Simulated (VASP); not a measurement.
A run of VASP 6.6.1:

The input INCAR:

```
SYSTEM = SnTe
  PREC = Accurate
  ENCUT = 520
  EDIFF = 1E-6
  ISMEAR = -1
  SIGMA = 0.1
  LREAL = .FALSE.
  LASPH = .TRUE.
  NELM = 100
  ALGO = Normal
  ISIF = 2
  LWAVE = .FALSE.
  LCHARG = .FALSE.
  GGA = PE
  NBANDS = 28
```

The input KPOINTS:

```
regular mesh
0
G
  10 10 6
  0 0 0
```

POSCAR

```
SnTe
1.0
    3.7814821774      0.0000000000      0.0000000000
   -1.8907410887      3.2748596295      0.0000000000
    0.0000000000      0.0000000000      8.0577100726
Sn Te
2 2
Direct
    0.0000000000      0.0000000000      0.0000000000
    0.0000000000      0.0000000000      0.5000000000
    0.3333333333      0.6666666667      0.2500000000
    0.6666666667      0.3333333333      0.7500000000
```

Potentials or basis: VASP PAW PBE potentials, release 64 (Sn_d, Te).

The run is started by

```bash
$ cat potpaw_PBE.64/Sn_d/POTCAR potpaw_PBE.64/Te/POTCAR > POTCAR
$ mpirun -np 1 vasp_std > vasp.out
```

Hardware: 1 thread of Intel(R) Xeon(R) Platinum 8259CL CPU @ 2.50GHz (Skylake/Cascade Lake), on a shared host.

**Question.** Estimate the wall time of this run.

**Answer.** Run time: 110 s on 1 thread of Intel(R) Xeon(R) Platinum 8259CL CPU @ 2.50GHz (Skylake/Cascade Lake), with other jobs on the host, peak memory 0.29 GiB. Counts: scf iterations 13, k points 56.
